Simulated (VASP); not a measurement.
# H17O8F in VASP: further runs

The runs below take H17O8F through single point, with PBE.

Everything below comes from runs of VASP 6.6.1. Logs are shortened: lines on timing, memory, paths and dates and some standing lists are left out, and cuts for length are marked.

## Step 1: The cell of the first run

The cell holds an amorphous packing of atoms, 26 atoms: a = 6.495 Å, b = 6.495 Å, c = 6.495 Å, α = 90.00°, β = 90.00°, γ = 90.00°.

## Step 2: Single point, PBE

INCAR

```
  ALGO = Normal
  EDIFF = 1E-6
  ENCUT = 520
  GGA = PE
  GGA_COMPAT = F
  ISIF = 2
  ISMEAR = -1
  LASPH = T
  LCHARG = T
  LELF = T
  LREAL = F
  LVHAR = T
  LWAVE = F
  NBANDS = 55
  NELM = 120
  PREC = Accurate
  SIGMA = 0.05
```

KPOINTS

```
k-points
0
Gamma
  1 1 1
```

POSCAR

```
H17O8F
1.0
    6.4950650000      0.0000000000      0.0000000000
    0.0000000000      6.4950650000      0.0000000000
    0.0000000000      0.0000000000      6.4950650000
O H F
8 17 1
Direct
    0.9665800111      0.9694437238      0.5114960358
    0.1028319193      0.4664002593      0.2512061080
    0.8581900258      0.1376429643      1.0748776186
    0.3470327087      0.5852443355      0.6742195806
    0.6556516371      0.2614600470      0.5095714977
    0.2584115786      0.7990528193      0.0688830674
    0.1568883452      0.2257868089      0.7931252420
    0.7350041916      0.6185157500      0.7489840363
    0.8525241857      1.0720139059      0.4978087209
    1.0551087633      0.9881194415      0.3890646206
    0.1122852504      0.6099708009      0.2143011656
   -0.0416777969      0.4306500397      0.2704514889
    0.7317863640      0.0962115083      0.9999438035
    0.9694129312      0.1799520097      0.9703213132
    0.2612598950      0.5525271879      0.5491707935
    0.2664022608      0.6453669055      0.7888604656
    0.7071830690      0.3889414502      0.5367921645
    0.6729262910      0.2586733158      0.3584259742
    0.2923912232      0.9271654710      0.0035719427
    0.3923594298      0.7233799816      0.0922700543
    0.2748702284      0.3180722595      0.8120473005
    0.1676349659      0.1374736050      0.6717561718
    0.8217161799      0.7181760306      0.6721256831
    0.5898324343      0.6098630268      0.7120329050
    0.7066749909      0.5969147345     -0.0115626249
    0.6366372007      0.6550203886      0.1040020385
```

Potentials or basis: VASP PAW PBE potentials, release 64 (O, H, F).

Run with:

```sh
$ cat potpaw_PBE.64/O/POTCAR potpaw_PBE.64/H/POTCAR potpaw_PBE.64/F/POTCAR > POTCAR
$ mpirun -np 1 vasp_gam > vasp.out
```

OUTCAR:

```text
EDIFF = 1E-6
   ENCUT = 520
   GGA = PE
   ISIF = 2
   ISMEAR = -1
   LASPH = T
   LREAL = F
   NELM = 120
   PREC = Accurate

 ion  position               nearest neighbor table
   1  0.967  0.969  0.511-  10 0.99   9 1.00
   2  0.103  0.466  0.251-  11 0.96  12 0.97
   3  0.858  0.138  0.075-  13 0.99  14 1.03
   4  0.347  0.585  0.674-  16 0.99  15 1.01
   5  0.656  0.261  0.510-  17 0.91  18 0.99
   6  0.258  0.799  0.069-  19 0.96  20 1.01
   7  0.157  0.226  0.793-  22 0.98  21 0.98
   8  0.735  0.619  0.749-  24 0.97  23 0.99
   9  0.853  0.072  0.498-   1 1.00
  10  0.055  0.988  0.389-   1 0.99
  11  0.112  0.610  0.214-   2 0.96
  12  0.958  0.431  0.270-   2 0.97
  13  0.732  0.096  1.000-   3 0.99
  14  0.969  0.180  0.970-   3 1.03
[... 10 lines left out ...]
  25  0.707  0.597  0.988-  26 0.96
  26  0.637  0.655  0.104-  25 0.96

  LATTYP: Found a simple cubic cell.
 ALAT       =     6.4950650000

  Lattice vectors:

 A1 = (   6.4950650000,   0.0000000000,   0.0000000000)
 A2 = (   0.0000000000,   6.4950650000,   0.0000000000)
 A3 = (   0.0000000000,   0.0000000000,   6.4950650000)

Analysis of symmetry for initial positions (statically):
=====================================================================
 Subroutine PRICEL returns:
 Original cell was already a primitive cell.

 Routine SETGRP: Setting up the symmetry group for a
 simple cubic supercell.

 Subroutine GETGRP returns: Found  1 space group operations
 (whereof  1 operations were pure point group operations)
 out of a pool of 48 trial point group operations.

The static configuration has the point symmetry C_1 .

Analysis of symmetry for dynamics (positions and initial velocities):
=====================================================================
 Subroutine PRICEL returns:
 Original cell was already a primitive cell.

 Routine SETGRP: Setting up the symmetry group for a
 simple cubic supercell.

 Subroutine GETGRP returns: Found  1 space group operations
 (whereof  1 operations were pure point group operations)
 out of a pool of 48 trial point group operations.

The dynamic configuration has the point symmetry C_1 .

 Subroutine INISYM returns: Found  1 space group operations
 (whereof  1 operations are pure point group operations),
 and found     1 'primitive' translations

----------------------------------------------------------------------------------------

                                     Primitive cell

  volume of cell :     274.0000

  direct lattice vectors                    reciprocal lattice vectors
     6.495065000  0.000000000  0.000000000     0.153963047  0.000000000  0.000000000
     0.000000000  6.495065000  0.000000000     0.000000000  0.153963047  0.000000000
     0.000000000  0.000000000  6.495065000     0.000000000  0.000000000  0.153963047

  length of vectors
     6.495065000  6.495065000  6.495065000     0.153963047  0.153963047  0.153963047

  position of ions in fractional coordinates (direct lattice)
     0.966580011  0.969443724  0.511496036
     0.102831919  0.466400259  0.251206108
     0.858190026  0.137642964  0.074877619
     0.347032709  0.585244336  0.674219581
     0.655651637  0.261460047  0.509571498
     0.258411579  0.799052819  0.068883067
[... 18 lines left out ...]
     0.706674991  0.596914734  0.988437375
     0.636637201  0.655020389  0.104002038

  ion indices of the primitive-cell ions
   primitive index   ion index
                 1           1
                 2           2
                 3           3
                 4           4
                 5           5
                 6           6
[... 18 lines left out ...]
                25          25
                26          26

----------------------------------------------------------------------------------------

 KPOINTS: k-points

Automatic generation of k-mesh.
 Grid dimensions read from file:
 generate k-points for:    1    1    1

 Generating k-lattice:

  Cartesian coordinates                     Fractional coordinates (reciprocal lattice)
     0.153963047  0.000000000  0.000000000     1.000000000  0.000000000  0.000000000
     0.000000000  0.153963047  0.000000000     0.000000000  1.000000000  0.000000000
     0.000000000  0.000000000  0.153963047     0.000000000  0.000000000  1.000000000

  Length of vectors
     0.153963047  0.153963047  0.153963047

  Shift w.r.t. Gamma in fractional coordinates (k-lattice)
     0.000000000  0.000000000  0.000000000

 Subroutine IBZKPT returns following result:
 ===========================================

 Found      1 irreducible k-points:

 Following reciprocal coordinates:
            Coordinates               Weight
  0.000000  0.000000  0.000000      1.000000
   k-points           NKPTS =      1   k-points in BZ     NKDIM =      1   number of bands    NBANDS=     55
   number of dos      NEDOS =    301   number of ions     NIONS =     26
   total plane-waves  NPLWV = 110592
   dimension x,y,z NGX =    48 NGY =   48 NGZ =   48
   dimension x,y,z NGXF=    96 NGYF=   96 NGZF=   96
   ions per type =               8  17   1
   NGX,Y,Z   is equivalent  to a cutoff of  12.29, 12.29, 12.29 a.u.
   NGXF,Y,Z  is equivalent  to a cutoff of  24.57, 24.57, 24.57 a.u.
 SYSTEM =  unknown system
   PREC   = accura    normal or accurate (medium, high low for compatibility)
   ISTART =      0    job   : 0-new  1-cont  2-samecut
   ICHARG =      2    charge: 1-file 2-atom 10-const
   ISPIN  =      1    spin polarized calculation?
   LNONCOLLINEAR =      F non collinear calculations
   LSORBIT =      F    spin-orbit coupling
   LASPH  =      T    aspherical Exc in radial PAW
   ENCUT  =  520.0 eV  38.22 Ry    6.18 a.u.  12.08 12.08 12.08*2*pi/ulx,y,z
   NELM   =    120;   NELMIN=  2; NELMDL= -5     # of ELM steps
   EDIFF  = 0.1E-05   stopping-criterion for ELM
   LREAL  =      F    real-space projection
   EDIFFG = 0.1E-04   stopping-criterion for IOM
   NSW    =      0    number of steps for IOM
   IBRION =     -1    ionic relax: 0-MD 1-quasi-New 2-CG
   NFREE  =      0    steps in history (QN), initial steepest desc. (CG)
   ISIF   =      2    stress and relaxation
   ISYM   =      2    0-nonsym 1-usesym 2-fastsym
   POTIM  = 0.5000    time-step for ionic-motion
   TEBEG  =    0.0;   TEEND  =   0.0 temperature during run
   PSTRESS=    0.0 pullay stress
   NELECT =      72.0000    total number of electrons
   NUPDOWN=      -1.0000    fix difference up-down
   EMIN   =  10.00;   EMAX   =-10.00  energy-range for DOS
   EFERMI =   0.00;   METHOD = LEGACY
   ISMEAR =    -1;   SIGMA  =   0.05  broadening in eV -4-tet -1-fermi 0-gaus
   EFERMI_NEDOS =   21; number of points for ismear=-14 and -15
   IALGO  =     38    algorithm
   IMIX   =      4    mixing-type and parameters
     AMIX     =   0.40;   BMIX     =  1.00
     AMIX_MAG =   1.60;   BMIX_MAG =  1.00
  volume/ion in A,a.u.               =      10.54        71.12
  Fermi-wavevector in a.u.,A,eV,Ry     =   1.048581  1.981532 14.959919  1.099523
  Thomas-Fermi vector in A             =   2.183509
   LORBIT       =      0    0 simple, 1 ext, 2 COOP (PROOUT), +10 PAW based schemes
   GGA     = PE    functional components
[... 5 lines left out ...]
 non-spin polarized calculation
  energy-cutoff  :      520.00
  volume of cell :      274.00
 maximum number of plane-waves:      3625
   NGX = 25   NGY = 25   NGZ = 25

 number of electron      71.9999970 magnetization

 Free energy of the ion-electron system (eV)
  ---------------------------------------------------
  ext. energy  EPLUGINS =         0.00000000
  ---------------------------------------------------
  free energy    TOTEN  =      -124.11456241 eV

  energy without entropy =     -124.11456241  energy(sigma->0) =     -124.11456241

 E-fermi :  -2.3580     XC(G=0):  -6.6849

 val. band max:       -3.6316197470   @ k =   0.0000   0.0000   0.0000
 cond. band min:       0.7015594541   @ k =   0.0000   0.0000   0.0000
 fundamental gap:      4.3331792011
 Fermi energy:        -2.3580132991

 k-point     1 :       0.0000    0.0000    0.0000
  band No.  band energies     occupation
      1     -26.7330      2.00000
      2     -23.0143      2.00000
      3     -22.6560      2.00000
      4     -22.4345      2.00000
      5     -22.1317      2.00000
      6     -21.9800      2.00000
[... 40 lines left out ...]
     47       6.5359      0.00000
     48       6.6533      0.00000
 [bands above 48 left out]

------------------------ aborting loop because EDIFF is reached ----------------------------------------

  FORCE on cell =-STRESS in cart. coord.  units (eV):
  Direction    XX          YY          ZZ          XY          YZ          ZX
  --------------------------------------------------------------------------------------
  -------------------------------------------------------------------------------------
  Total       -0.3916525      4.3371188     -1.1279049      0.4635205      1.1627142      0.8179914
  in kB       -2.2901344     25.3607092     -6.5952699      2.7103728      6.7988122      4.7830929
  external PRESSURE =       5.4917683 kB  Pullay stress =       0.0000000 kB

 VOLUME and BASIS-vectors are now :
 -----------------------------------------------------------------------------
  energy-cutoff  :      520.00
  volume of cell :      274.00
      direct lattice vectors                 reciprocal lattice vectors
     6.495065000  0.000000000  0.000000000     0.153963047  0.000000000  0.000000000
     0.000000000  6.495065000  0.000000000     0.000000000  0.153963047  0.000000000
     0.000000000  0.000000000  6.495065000     0.000000000  0.000000000  0.153963047

 POSITION                                       TOTAL-FORCE (eV/Angst)
 -----------------------------------------------------------------------------------
      6.27800      6.29660      3.32220         0.473396     -0.021306     -0.269872
      0.66790      3.02930      1.63160         0.213799     -0.773236      0.847822
      5.57400      0.89400      0.48633        -0.208291      0.266576     -0.608422
      2.25400      3.80120      4.37910        -0.570015     -0.097722     -0.493631
      4.25850      1.69820      3.30970        -1.140565     -3.612125     -2.156989
      1.67840      5.18990      0.44740         0.565460     -1.227438      0.215037
[... 18 lines left out ...]
      4.58990      3.87700      6.41996         0.523927      0.248565     -1.514656
      4.13500      4.25440      0.67550        -0.462584     -0.062233      1.829267
 -----------------------------------------------------------------------------------
    total drift:                               -0.000138     -0.000267      0.000143

  FREE ENERGIE OF THE ION-ELECTRON SYSTEM (eV)
  ---------------------------------------------------
  free  energy   TOTEN  =      -124.1145624116 eV

  energy  without entropy=     -124.1145624116  energy(sigma->0) =     -124.11456241
```

It took 56 s on 1 thread of Intel Xeon 8259CL, shared host; peak memory 0.3 GiB.

Results:

```
Free energy            : -124.1146 eV
Pressure               : 0.5 GPa
Largest force          : 4.383 eV/Å
Band gap on the k mesh : 4.33 eV
```

Forces on the atoms (eV/Å):
```
O    0.473 -0.021 -0.270
O    0.214 -0.773  0.848
O   -0.208  0.267 -0.608
O   -0.570 -0.098 -0.494
O   -1.141 -3.612 -2.157
O    0.565 -1.227  0.215
O    0.034 -0.196  0.932
O    2.000 -0.333  0.143
H    0.408 -0.208  0.169
H   -0.749 -0.237  0.252
H   -0.281  0.705 -0.369
H    0.235  0.125 -0.276
H    1.110  0.209  0.170
H   -1.056 -0.349  0.521
H    0.380  0.258  1.100
H   -0.121  0.023 -0.621
H    1.520  3.759  1.664
H   -0.402 -0.391  0.173
H    0.004  0.751 -0.250
H   -0.609  0.830 -0.188
H   -0.212 -0.247 -0.631
H   -0.072  0.116 -0.037
H   -0.834 -0.157  0.214
H   -0.750  0.619 -0.814
H    0.524  0.249 -1.515
F   -0.463 -0.062  1.829
```

Caveat: the k points lie up to 0.97 Å⁻¹ apart.

## Step 3: Single point, PBE

INCAR

```
SYSTEM = H17O8F
PREC = Accurate ; ENCUT = 520
EDIFF = 1E-6 ; ISMEAR = -1
SIGMA = 0.05 ; LREAL = .False.
LASPH = .True. ; NELM = 120
ALGO = Normal ; ISIF = 2
LWAVE = .False. ; LCHARG = .True.
GGA = PE ; LELF = .True.
LVHAR = .True. ; NBANDS = 55
GGA_COMPAT = .False.
```

KPOINTS

```
Automatic mesh
0
Gamma
  1 1 1
  0 0 0
```

POSCAR

```
H17O8F
1.0
    6.4950650000      0.0000000000      0.0000000000
    0.0000000000      6.4950650000      0.0000000000
    0.0000000000      0.0000000000      6.4950650000
O H F
8 17 1
Direct
    0.9278275121      0.8852105406      0.5263226773
    0.1042945683      0.4282944051      0.2559481699
    0.8393757414      0.0932708141      1.0315986060
    0.3364092584      0.6062294989      0.6306480382
    0.6401167656      0.1974576082      0.5193943402
    0.2722528566      0.8374665996      0.0398918256
    0.2181502418      0.2020764996      0.7956194434
    0.7011785101      0.6380074718      0.7504466853
    0.8295528990      0.9895205052      0.4945601006
    0.9251023662      0.8656572336      0.3832602137
    0.1024162191      0.5457990028      0.1708989825
   -0.0085295528      0.3426909507      0.2114528492
    0.7272444541      0.0493759493      0.9669033335
    0.9318613440      0.1365652230      0.9165112281
    0.2488504734      0.5927269396      0.5155144714
    0.2834767627      0.6817945625      0.7455968493
    0.6702627302      0.3020293099      0.6282462146
    0.5524502064      0.2706978298      0.4231828319
    0.3122524563      0.9791895847     -0.0001847557
    0.3970706991      0.7716012080      0.0867735735
    0.2658325975      0.3410127535      0.7580370635
    0.2035699412      0.1422464594      0.6564984338
    0.8029172918      0.7104624819      0.6500781747
    0.5637203015      0.6689232517      0.6944349287
    0.6762364965      0.6648124384     -0.0726397657
    0.6188390724      0.6692465741      0.0968119642
```

Potentials or basis: VASP PAW PBE potentials, release 64 (O, H, F).

Run with:

```sh
$ cat potpaw_PBE.64/O/POTCAR potpaw_PBE.64/H/POTCAR potpaw_PBE.64/F/POTCAR > POTCAR
$ mpirun -np 1 vasp_gam > vasp.out
```

Run time: 59 s. Hardware: 1 thread of Intel Xeon 8259CL, shared host; peak memory 0.3 GiB.

Results (log left out):

| Quantity | Value |
| --- | --- |
| Free energy | -123.9294 eV |
| Pressure | 2.8 GPa |
| Largest force | 5.906 eV/Å |
| Band gap on the k mesh | 4.57 eV |

Forces on the atoms (eV/Å):
```
O    0.588 -0.595  1.024
O    0.615 -0.843  1.423
O    5.160  2.333  1.679
O    1.587 -0.854  0.646
O    0.273  0.633  0.906
O   -1.105  0.863 -0.758
O   -0.192  0.024 -0.877
O    1.280  0.109 -1.162
H   -1.922  2.433  1.512
H    1.358 -1.866 -2.834
H   -0.036  1.426 -1.133
H   -0.518 -0.370 -0.174
H   -4.849 -1.946 -2.349
H   -0.016 -0.237  0.885
H   -1.350  0.111 -1.206
H   -1.193  0.890  0.756
H   -0.189 -0.561 -0.759
H    0.001  0.032 -0.253
H   -0.528 -0.535  0.087
H    1.241 -0.465  0.320
H    0.048  0.058  0.293
H   -0.039 -0.184  0.597
H   -0.361  0.126  0.975
H   -0.359 -0.441 -0.641
H    0.052 -0.073  1.143
F    0.455 -0.069 -0.101
```

Stress tensor (GPa, compression positive):
```
 5.53 -1.29  1.64
-1.29  1.32  0.87
 1.64  0.87  1.46
```

Levels at points of the mesh, in eV from the valence-band top:
| k point | band 33 | band 34 | band 35 | band 36 | band 37 | band 38 | band 39 | band 40 |
| --- | --- | --- | --- | --- | --- | --- | --- | --- |
| (0.00, 0.00, 0.00) | -0.51 | -0.30 | -0.20 | 0.00 | 4.57 | 7.74 | 8.13 | 8.35 |

Caveat: the k points lie up to 0.97 Å⁻¹ apart.

(Part 1 of 2 ends here.)
